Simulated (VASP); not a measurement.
# KHO2 (I4/mcm) in VASP: single point with r2SCAN

Aim: the single point of KHO2 with r2SCAN.

Everything below comes from runs of VASP 6.6.1. Logs are shortened: lines on timing, memory, paths and dates and some standing lists are left out, and cuts for length are marked.

## 1. The cell of the first run

It takes space group I4/mcm (No. 140, tetragonal). The conventional cell has a = 4.732 Å, b = 4.732 Å, c = 8.371 Å, α = 90.00°, β = 90.00°, γ = 90.00°. Within 3.6 Å of K (site symmetry 422) lie 8 O at 2.72 Å and 8 H at 3.16 Å and 4 K at 3.35 Å. H (site symmetry mmm) has 2 O at 1.18 Å within 1.6 Å. O (site symmetry m2m) has 1 H at 1.18 Å within 1.6 Å.

## 2. Single point, r2SCAN

POSCAR reads:

```
KHO2
1.0
   -2.3658126206      2.3658126206      4.1853440507
    2.3658126206     -2.3658126206      4.1853440507
    2.3658126206      2.3658126206     -4.1853440507
K H O
2 2 4
Direct
    0.2500000000      0.2500000000      0.0000000000
    0.7500000000      0.7500000000      0.0000000000
    0.5000000000      0.0000000000      0.5000000000
    0.0000000000      0.5000000000      0.5000000000
    0.6759374670      0.1759374670      0.8518749339
    0.1759374670      0.3240625330      0.5000000000
    0.3240625330      0.8240625330      0.1481250661
    0.8240625330      0.6759374670      0.5000000000
```

INCAR.step1 reads:

```
SYSTEM = KHO2
  PREC = Accurate
  ENCUT = 520
  ISMEAR = -1
  SIGMA = 0.1
  LREAL = .False.
  LASPH = .True.
  NELM = 80
  NBANDS = 32
  GGA = PE
  ALGO = Normal
  EDIFF = 1E-4
  LWAVE = .True.
  LCHARG = .False.
```

INCAR.step2 reads:

```
SYSTEM = KHO2
  PREC = Accurate
  ENCUT = 520
  EDIFF = 1E-6
  ISMEAR = -1
  SIGMA = 0.1
  LREAL = .False.
  LASPH = .True.
  NELM = 80
  ALGO = Normal
  ISIF = 2
  LWAVE = .False.
  LCHARG = .True.
  METAGGA = R2SCAN
  LMIXTAU = .True.
  LELF = .True.
  LVHAR = .True.
  NBANDS = 32
  ISTART = 1
```

KPOINTS reads:

```
regular mesh
0
Gamma
  6 6 6
  0 0 0
```

Potentials or basis: VASP PAW PBE potentials, release 64 (K_sv, H, O).

Command:

```bash
$ cat potpaw_PBE.64/K_sv/POTCAR potpaw_PBE.64/H/POTCAR potpaw_PBE.64/O/POTCAR > POTCAR
$ cp INCAR.step1 INCAR
$ mpirun -np 1 vasp_std > vasp.out
$ cp INCAR.step2 INCAR
$ mpirun -np 1 vasp_std > vasp.out
```

OUTCAR:

```text
SYSTEM = KHO2
   PREC = Accurate
   ENCUT = 520
   EDIFF = 1E-6
   ISMEAR = -1
   LREAL = .False.
   LASPH = .True.
   NELM = 80
   ISIF = 2
   METAGGA = R2SCAN
   ISTART = 1

 ion  position               nearest neighbor table
   1  0.250  0.250  0.000-   7 2.72   5 2.72   6 2.72   6 2.72   8 2.72   8 2.72   7 2.72   5 2.72
                             2 3.35   2 3.35   2 3.35   2 3.35
   2  0.750  0.750  0.000-   7 2.72   5 2.72   8 2.72   8 2.72   6 2.72   6 2.72   5 2.72   7 2.72
                             1 3.35   1 3.35   1 3.35   1 3.35
   3  0.500  0.000  0.500-   5 1.18   7 1.18
   4  0.000  0.500  0.500-   6 1.18   8 1.18
   5  0.676  0.176  0.852-   3 1.18   2 2.72   1 2.72   2 2.72   1 2.72
   6  0.176  0.324  0.500-   4 1.18   1 2.72   2 2.72   1 2.72   2 2.72
   7  0.324  0.824  0.148-   3 1.18   1 2.72   2 2.72   2 2.72   1 2.72
   8  0.824  0.676  0.500-   4 1.18   2 2.72   1 2.72   2 2.72   1 2.72

  LATTYP: Found a body centered tetragonal cell.
 ALAT       =     4.7316252412
 C/A-ratio  =     1.7690936358

  Lattice vectors:

 A1 = (  -2.3658126206,   2.3658126206,   4.1853440507)
 A2 = (   2.3658126206,  -2.3658126206,   4.1853440507)
 A3 = (   2.3658126206,   2.3658126206,  -4.1853440507)

Analysis of symmetry for initial positions (statically):
=====================================================================
 Subroutine PRICEL returns:
 Original cell was already a primitive cell.

 Routine SETGRP: Setting up the symmetry group for a
 body centered tetragonal supercell.

 Subroutine GETGRP returns: Found 16 space group operations
 (whereof  8 operations were pure point group operations)
 out of a pool of 16 trial point group operations.

The static configuration has the point symmetry C_4h.
 The point group associated with its full space group is D_4h.

Analysis of symmetry for dynamics (positions and initial velocities):
=====================================================================
 Subroutine PRICEL returns:
 Original cell was already a primitive cell.

 Routine SETGRP: Setting up the symmetry group for a
 body centered tetragonal supercell.

 Subroutine GETGRP returns: Found 16 space group operations
 (whereof  8 operations were pure point group operations)
 out of a pool of 16 trial point group operations.

The dynamic configuration has the point symmetry C_4h.
 The point group associated with its full space group is D_4h.

 Subroutine INISYM returns: Found 16 space group operations
 (whereof  8 operations are pure point group operations),
 and found     1 'primitive' translations

----------------------------------------------------------------------------------------

                                     Primitive cell

  volume of cell :      93.7026

  direct lattice vectors                    reciprocal lattice vectors
    -2.365812621  2.365812621  4.185344051     0.000000000  0.211343872  0.119464492
     2.365812621 -2.365812621  4.185344051     0.211343872  0.000000000  0.119464492
     2.365812621  2.365812621 -4.185344051     0.211343872  0.211343872  0.000000000

  length of vectors
     5.358287370  5.358287370  5.358287370     0.242771492  0.242771492  0.298885370

  position of ions in fractional coordinates (direct lattice)
     0.250000000  0.250000000  0.000000000
     0.750000000  0.750000000  0.000000000
     0.500000000  0.000000000  0.500000000
     0.000000000  0.500000000  0.500000000
     0.675937467  0.175937467  0.851874934
     0.175937467  0.324062533  0.500000000
     0.324062533  0.824062533  0.148125066
     0.824062533  0.675937467  0.500000000

  ion indices of the primitive-cell ions
   primitive index   ion index
                 1           1
                 2           2
                 3           3
                 4           4
                 5           5
                 6           6
                 7           7
                 8           8

----------------------------------------------------------------------------------------

 KPOINTS: regular mesh

Automatic generation of k-mesh.
 Grid dimensions read from file:
 generate k-points for:    6    6    6

 Generating k-lattice:

  Cartesian coordinates                     Fractional coordinates (reciprocal lattice)
     0.000000000  0.035223979  0.019910749     0.166666667  0.000000000  0.000000000
     0.035223979  0.000000000  0.019910749     0.000000000  0.166666667  0.000000000
     0.035223979  0.035223979  0.000000000     0.000000000  0.000000000  0.166666667

  Length of vectors
     0.040461915  0.040461915  0.049814228

  Shift w.r.t. Gamma in fractional coordinates (k-lattice)
     0.000000000  0.000000000  0.000000000

 Subroutine IBZKPT returns following result:
 ===========================================

 Found     30 irreducible k-points:

 Following reciprocal coordinates:
            Coordinates               Weight
  0.000000  0.000000  0.000000      1.000000
  0.166667  0.000000  0.000000      8.000000
  0.333333  0.000000 -0.000000      8.000000
  0.500000  0.000000 -0.000000      4.000000
  0.166667  0.166667  0.000000      8.000000
  0.333333  0.166667 -0.000000     16.000000
[... 16 lines left out ...]
 -0.333333 -0.333333  0.166667      8.000000
 -0.166667 -0.333333  0.166667      8.000000
 [... further k-points ...]
   k-points           NKPTS =     30   k-points in BZ     NKDIM =     30   number of bands    NBANDS=     32
   number of dos      NEDOS =    301   number of ions     NIONS =      8
   total plane-waves  NPLWV =  64000
   dimension x,y,z NGX =    40 NGY =   40 NGZ =   40
   dimension x,y,z NGXF=    80 NGYF=   80 NGZF=   80
   ions per type =               2   2   4
   NGX,Y,Z   is equivalent  to a cutoff of  12.41, 12.41, 12.41 a.u.
   NGXF,Y,Z  is equivalent  to a cutoff of  24.82, 24.82, 24.82 a.u.
 SYSTEM =  KHO2
   PREC   = accura    normal or accurate (medium, high low for compatibility)
   ISTART =      1    job   : 0-new  1-cont  2-samecut
   ICHARG =      0    charge: 1-file 2-atom 10-const
   ISPIN  =      1    spin polarized calculation?
   LNONCOLLINEAR =      F non collinear calculations
   LSORBIT =      F    spin-orbit coupling
   LASPH  =      T    aspherical Exc in radial PAW
   ENCUT  =  520.0 eV  38.22 Ry    6.18 a.u.   9.96  9.96  9.96*2*pi/ulx,y,z
   NELM   =     80;   NELMIN=  2; NELMDL=  0     # of ELM steps
   EDIFF  = 0.1E-05   stopping-criterion for ELM
   LREAL  =      F    real-space projection
   EDIFFG = 0.1E-04   stopping-criterion for IOM
   NSW    =      0    number of steps for IOM
   IBRION =     -1    ionic relax: 0-MD 1-quasi-New 2-CG
   NFREE  =      0    steps in history (QN), initial steepest desc. (CG)
   ISIF   =      2    stress and relaxation
   ISYM   =      2    0-nonsym 1-usesym 2-fastsym
   POTIM  = 0.5000    time-step for ionic-motion
   TEBEG  =    0.0;   TEEND  =   0.0 temperature during run
   PSTRESS=    0.0 pullay stress
   NELECT =      44.0000    total number of electrons
   NUPDOWN=      -1.0000    fix difference up-down
   EMIN   =  10.00;   EMAX   =-10.00  energy-range for DOS
   EFERMI =   0.00;   METHOD = LEGACY
   ISMEAR =    -1;   SIGMA  =   0.10  broadening in eV -4-tet -1-fermi 0-gaus
   EFERMI_NEDOS =   21; number of points for ismear=-14 and -15
   IALGO  =     38    algorithm
   IMIX   =      4    mixing-type and parameters
     AMIX     =   0.40;   BMIX     =  1.00
     AMIX_MAG =   1.60;   BMIX_MAG =  1.00
  volume/ion in A,a.u.               =      11.71        79.04
  Fermi-wavevector in a.u.,A,eV,Ry     =   1.272453  2.404588 22.029694  1.619137
  Thomas-Fermi vector in A             =   2.405331
   LORBIT       =      0    0 simple, 1 ext, 2 COOP (PROOUT), +10 PAW based schemes
   METAGGA = R2SCAN    functional components
   LHFCALC =     F    Hartree Fock is set to
   AEXX    =    0.0000 exact exchange contribution
   IVDW    =     0    specifies the selected vdW correction
   LEPSILON=     F    determine dielectric tensor
   LRPA    =     F    only Hartree local field effects (RPA)
 non-spin polarized calculation
  energy-cutoff  :      520.00
  volume of cell :       93.70
 maximum number of plane-waves:      2560
   NGX = 19   NGY = 19   NGZ = 19

 number of electron      44.0000000 magnetization

 Free energy of the ion-electron system (eV)
  ---------------------------------------------------
  ext. energy  EPLUGINS =         0.00000000
  ---------------------------------------------------
  free energy    TOTEN  =       -45.81566234 eV

  energy without entropy =      -45.70518728  energy(sigma->0) =      -45.76042481

 E-fermi :  -0.7029     XC(G=0): -10.0138

 val. band max:       -0.8754220712   @ k =   0.3333   0.3333  -0.0000
 cond. band min:      -0.6427667076   @ k =  -0.3333   0.5000   0.1667
 fundamental gap:      0.2326553636
 Fermi energy:        -0.7029338518

 k-point     1 :       0.0000    0.0000    0.0000
  band No.  band energies     occupation
      1     -29.5090      2.00000
      2     -29.3198      2.00000
      3     -20.1784      2.00000
      4     -18.5303      2.00000
      5     -17.6229      2.00000
      6     -17.6229      2.00000
[... 24 lines left out ...]
     31      11.5059      0.00000
     32      11.5059      0.00000

 k-point     2 :       0.1667    0.0000    0.0000
  band No.  band energies     occupation
      1     -29.4951      2.00000
      2     -29.3314      2.00000
      3     -20.1129      2.00000
      4     -18.7221      2.00000
      5     -17.6009      2.00000
      6     -17.5726      2.00000
[... 24 lines left out ...]
     31      11.4807      0.00000
     32      11.4815      0.00000
[... 733 lines left out ...]
     31      11.0899      0.00000
     32      11.9230      0.00000

 k-point    24 :      -0.1667   -0.3333    0.1667
  band No.  band energies     occupation
      1     -29.4861      2.00000
      2     -29.3353      2.00000
      3     -20.1682      2.00000
      4     -18.7302      2.00000
      5     -17.6310      2.00000
      6     -17.5827      2.00000
[... 24 lines left out ...]
     31      11.7620      0.00000
     32      11.9474      0.00000

 [... further k-points ...]

------------------------ aborting loop because EDIFF is reached ----------------------------------------

  FORCE on cell =-STRESS in cart. coord.  units (eV):
  Direction    XX          YY          ZZ          XY          YZ          ZX
  --------------------------------------------------------------------------------------
  -------------------------------------------------------------------------------------
  Total        0.0954796      0.0954796      0.0487486      0.0000000      0.0000000      0.0000000
  in kB        1.6325613      1.6325613      0.8335295      0.0000000      0.0000000      0.0000000
  external PRESSURE =       1.3662173 kB  Pullay stress =       0.0000000 kB

 VOLUME and BASIS-vectors are now :
 -----------------------------------------------------------------------------
  energy-cutoff  :      520.00
  volume of cell :       93.70
      direct lattice vectors                 reciprocal lattice vectors
    -2.365812621  2.365812621  4.185344051     0.000000000  0.211343872  0.119464492
     2.365812621 -2.365812621  4.185344051     0.211343872  0.000000000  0.119464492
     2.365812621  2.365812621 -4.185344051     0.211343872  0.211343872  0.000000000

 POSITION                                       TOTAL-FORCE (eV/Angst)
 -----------------------------------------------------------------------------------
      0.00000      0.00000      2.09267         0.000000     -0.000000     -0.000000
      0.00000      0.00000      6.27802         0.000000      0.000000     -0.000000
      0.00000      2.36581      0.00000         0.000000     -0.000000     -0.000000
      2.36581      0.00000      0.00000         0.000000     -0.000000     -0.000000
      0.83247      3.19828      0.00000         0.049050      0.049050     -0.000000
      1.53334      0.83247      0.00000        -0.049050      0.049050      0.000000
      1.53334     -0.83247      4.18534        -0.049050     -0.049050      0.000000
      0.83247      1.53334      4.18534         0.049050     -0.049050      0.000000
 -----------------------------------------------------------------------------------
    total drift:                                0.000000     -0.000000      0.000000

  FREE ENERGIE OF THE ION-ELECTRON SYSTEM (eV)
  ---------------------------------------------------
  free  energy   TOTEN  =       -45.8156623423 eV

  energy  without entropy=      -45.7051872811  energy(sigma->0) =      -45.76042481
```

Run time: 7.2 min. Hardware: 1 thread of Intel Xeon Platinum 8259CL at 2.50GHz (Skylake/Cascade Lake), shared host; peak memory 0.29 GiB.

What came out:

```yaml
Free_energy: -45.8157 eV
Pressure: 0.1 GPa
Largest_force: 0.069 eV/Å
Band_gap_on_the_k_mesh: zero (bands 22 and 23 overlap by 0.96 eV)
```

Forces in eV/Å, atoms in the order of the input:
```
K    0.000  0.000  0.000
K    0.000  0.000  0.000
H    0.000  0.000  0.000
H    0.000  0.000  0.000
O    0.049  0.049  0.000
O   -0.049  0.049  0.000
O   -0.049 -0.049  0.000
O    0.049 -0.049  0.000
```

Levels at points of the mesh, in eV from the Fermi level:
```tsv
k point	band 20	band 21	band 22	band 23	band 24	band 25
(0.00, 0.00, 0.00)	-0.71	-0.71	0.79	0.79	0.98	5.38
(0.50, 0.00, 0.00)	-0.75	-0.62	-0.62	0.10	0.10	7.72
(0.50, 0.50, 0.00)	-0.81	-0.71	-0.63	0.28	0.34	8.32
(0.50, 0.50, 0.50)	-1.08	-0.94	0.75	0.75	0.99	6.84
```

Caveat: the PAW data sets were made with another functional, which shifts forces and pressure a little.
